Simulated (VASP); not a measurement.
Here is a VASP 6.6.1 calculation.

File INCAR:

```
PREC     = Accurate       # precision mode
ENCUT    = 500            # plane-wave cutoff, eV
EDIFF    = 1E-6           # SCF threshold, eV
ISMEAR   = 1              # smearing method
SIGMA    = 0.15           # smearing width, eV
LREAL    = F              # projectors in reciprocal space
LASPH    = T              # aspherical terms in the spheres
NELM     = 120            # most SCF steps
ALGO     = Normal         # electronic algorithm
ISIF     = 2              # what is computed and relaxed
LWAVE    = F              # write WAVECAR
LCHARG   = F              # write CHGCAR
NBANDS   = 8              # bands
GGA_COMPAT= F
```

Contents of KPOINTS:

```
regular mesh
0
Gamma
  12 12 12
```

POSCAR

```
Sb
1.0
   -1.8002596769      1.8002596769      1.8002596769
    1.8002596769     -1.8002596769      1.8002596769
    1.8002596769      1.8002596769     -1.8002596769
Sb
1
Direct
    0.0000000000      0.0000000000      0.0000000000
```

Potentials or basis: VASP PAW LDA potentials, release 64 (Sb).

Run with:

```sh
$ cat potpaw_LDA.64/Sb/POTCAR > POTCAR
$ mpirun -np 1 vasp_std > vasp.out
```

Estimate the pressure.

8.3 GPa.
